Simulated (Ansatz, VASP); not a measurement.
# One calculation of Si, two programs

```
CELL_PARAMETERS angstrom
0.02715 2.72905 2.72905
2.72905 0.02715 2.72905
2.72905 2.72905 0.02715
ATOMIC_POSITIONS crystal
Si 0.50000 0.50000 0.50000
Si 0.75000 0.75000 0.75000
```

Change from the starting cell: equal xy, yz and zx shear strains of +1 %, crystal datasets.

Alike in both runs: task electric field gradients; functional LDA; k mesh 11 × 11 × 11; occupations fermi-dirac, width 0.08 eV; no spin polarisation.

|  | VASP | Ansatz |
| --- | --- | --- |
| version | VASP 6.6.1 | Ansatz 0.2.0 |
| potentials or method | VASP PAW LDA potentials, release 64 (Si), cutoff 520 eV | all-electron PAW with datasets made for the crystal, scalar-relativistic |

Ansatz gave:

* pressure (GPa): -1.5
* traceless stress, the component that is largest in VASP (GPa): -0.98
* rms of the force components (eV/Å): 0.088
* size of Vzz on the site where it differs most (V/Å²): 3.9

**Question.** What did VASP give for the same quantities?

**Answer.** Pressure (GPa): -1.4; traceless stress, the component that is largest in VASP (GPa): -0.99; rms of the force components (eV/Å): 0.088; size of Vzz on the site where it differs most (V/Å²): 4.1.

LDA's correlation is that of Perdew and Zunger in VASP and of Perdew and Wang (1992) in Ansatz. Atom by atom the forces differ by 0.000 eV/Å (rms over components). Ansatz ran all-electron here, and VASP with PAW potentials.
